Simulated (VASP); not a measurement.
Set up this calculation in VASP 6.6.1, as the native input.

- Task: single point
- Functional: LDA
- Potentials or basis: VASP PAW LDA potentials, release 64 (Pt)
- Cutoff: 520 eV
- k mesh: 22 × 22 × 22
- Occupations: gaussian, width 0.15 eV
- Spin: no spin polarisation
- Dipole correction: no
- Further INCAR settings: ALGO = Fast; EDIFF = 1e-06; NBANDS = 11

The structure of Pt lies in POSCAR:

```
Pt
1.0
   -2.4508516071      1.6941182727      1.6941182727
    1.6941182727     -2.4508516071      1.6941182727
    1.6941182727      1.6941182727     -2.4508516071
Pt
1
Direct
    0.0000000000      0.0000000000      0.0000000000
```

One way to write it, as run:

INCAR

```
SYSTEM = Pt
PREC     = Accurate       ! precision mode
ENCUT    = 520            ! plane-wave cutoff, eV
EDIFF    = 1E-6           ! SCF threshold, eV
ISMEAR   = 0              ! smearing method
SIGMA    = 0.15           ! smearing width, eV
LREAL    = .FALSE.        ! projectors in reciprocal space
LASPH    = .TRUE.         ! aspherical terms in the spheres
NELM     = 100            ! most SCF steps
ALGO     = Fast           ! electronic algorithm
ISIF     = 2              ! what is computed and relaxed
LWAVE    = .FALSE.        ! write WAVECAR
LCHARG   = .TRUE.         ! write CHGCAR
GGA      = CA             ! functional
LELF     = .TRUE.         ! ELF
LVHAR    = .TRUE.       
NBANDS   = 11             ! bands
```

KPOINTS

```
regular mesh
0
G
  22 22 22
  0 0 0
```

Potentials or basis: VASP PAW LDA potentials, release 64 (Pt).

Run with:

```bash
$ cat potpaw_LDA.64/Pt/POTCAR > POTCAR
$ mpirun -np 1 vasp_std > vasp.out
```

Results of the run:

* Pressure: 271.8 GPa
* Band gap on the k mesh: zero (bands 5 and 6 overlap by 11.19 eV)

Caveat: atoms lie so close that the PAW spheres overlap strongly, which falsifies energies and pressures; the cell stands under pressure; spin-orbit coupling is left out, which moves the levels of the heavy elements.

Wall time 2.5 min on 1 thread of Intel(R) Xeon(R) 6975P-C (Granite Rapids), on a shared host, peak memory 0.3 GiB.
